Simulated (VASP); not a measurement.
YSb, 2 atoms in the cell. It takes space group I4/mmm (No. 139, tetragonal). Conventional cell: a = 4.158 Å, b = 4.158 Å, c = 6.345 Å, α = 90.00°, β = 90.00°, γ = 90.00°. Within 3.9 Å of Y (site symmetry 4/mmm) lie 6 Sb at 2.94 to 3.17 Å. Within 3.9 Å of Sb (site symmetry 4/mmm) lie 6 Y at 2.94 to 3.17 Å.  This cell differs from its parent crystal: strain -0.050 along x and y, +0.025 along z.

```yaml
Program: VASP 6.6.1
Task: single point
Functional: PBEsol
Potentials_or_basis: VASP PAW PBE potentials, release 64 (Y_sv, Sb)
Cutoff: 520 eV
k_mesh: 14 × 14 × 14
Occupations: gaussian, width 0.15 eV
Spin: no spin polarisation
Dipole_correction: no
Further_INCAR_settings: ALGO = Normal; EDIFF = 1e-06; NBANDS = 15
```

Potentials or basis: VASP PAW PBE potentials, release 64 (Y_sv, Sb).

The run is started by

```sh
$ cat potpaw_PBE.64/Y_sv/POTCAR potpaw_PBE.64/Sb/POTCAR > POTCAR
$ mpirun -np 1 vasp_std > vasp.out
```

Hardware: 1 thread of Intel(R) Xeon(R) Platinum 8488C (Sapphire Rapids), with other jobs on the host.

Question: Estimate the wall time of this run.

Answer: Run time: 97 s on 1 thread of Intel(R) Xeon(R) Platinum 8488C (Sapphire Rapids), on a shared host, peak memory 0.38 GiB. Counts: scf iterations 13, k points 244.
